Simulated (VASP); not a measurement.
Write the native input for VASP 6.6.1 that does the following.

| Property | Result |
| --- | --- |
| Task | single point |
| Functional | PBE |
| Potentials or basis | VASP PAW PBE potentials, release 64 (Sc_sv, Ti_sv, Te) |
| Cutoff | 520 eV |
| k mesh | 6 × 6 × 2 |
| Occupations | gaussian, width 0.1 eV |
| Spin | no spin polarisation |
| Dipole correction | no |
| Further INCAR settings | ALGO = Normal; EDIFF = 1e-06; NBANDS = 35 |

The structure of Sc2TiTe3 lies in POSCAR:

```
Sc2TiTe3
1.0
    4.2043670700      0.0000000000      0.0000000000
   -2.1021835300      3.6410886900      0.0000000000
    0.0000000000      0.0000000000     10.3735769900
Sc Ti Te
2 1 3
Direct
    0.3333333300      0.6666666700      0.8219813200
    0.6666666700      0.3333333300      0.1780186800
    0.0000000000      0.0000000000      0.5000000000
    0.6666666700      0.3333333300      0.6439626300
    0.0000000000      0.0000000000      0.0000000000
    0.3333333300      0.6666666700      0.3560373700
```

The input as run:

INCAR

```
PREC = Accurate
ENCUT = 520
EDIFF = 1E-6
ISMEAR = 0
SIGMA = 0.1
LREAL = F
LASPH = T
NELM = 80
ALGO = Normal
ISIF = 2
LWAVE = F
LCHARG = F
GGA = PE
NBANDS = 35
```

KPOINTS

```
regular mesh
0
Gamma
  6 6 2
```

Potentials or basis: VASP PAW PBE potentials, release 64 (Sc_sv, Ti_sv, Te).

Launch:

```sh
$ cat potpaw_PBE.64/Sc_sv/POTCAR potpaw_PBE.64/Ti_sv/POTCAR potpaw_PBE.64/Te/POTCAR > POTCAR
$ mpirun -np 1 vasp_std > vasp.out
```

Results of the run:

```json
{
  "Pressure": "-3.9 GPa",
  "Largest force": "0.769 eV/Å",
  "Band gap on the k mesh": "zero (bands 26 and 27 overlap by 0.58 eV)"
}
```

Caveat: the cell stands under tension; spin-orbit coupling is left out, which moves the levels of the heavy elements.

It took 2.1 min on 1 thread of AMD EPYC 9755 128-Core Processor, with other jobs on the host, peak memory 0.27 GiB.
